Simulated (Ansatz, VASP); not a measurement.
SiTe: VASP beside Ansatz

```
Si Te
1.0
     3.69103    0.00000    0.00000
     0.00000    3.69103    0.00000
     0.00000    0.00000    3.69103
Si Te
1 1
Direct
  0.00000 0.00000 0.00000
  0.50000 0.50000 0.50000
```

Change from the starting cell: volume scaled by 0.94.

Alike in both runs: task single point; functional PBE; k mesh 7 × 7 × 7; occupations fermi-dirac, width 0.05 eV; no spin polarisation.

|  | VASP | Ansatz |
| --- | --- | --- |
| version | VASP 6.6.1 | Ansatz 0.2.0 |
| potentials or method | VASP PAW PBE potentials, release 64 (Si, Te), cutoff 520 eV | all-electron LAPW, scalar-relativistic |

```tsv
	VASP	Ansatz	Ansatz less VASP
gap on the k mesh at the Fermi level (eV)	none	none	-
pressure (GPa)	-5.2	-5.2	+0.04
```

A gap of «none» marks a metal or a gap that the smearing closes. Ansatz ran all-electron here, and VASP with PAW potentials.

Spin-orbit coupling is off throughout.
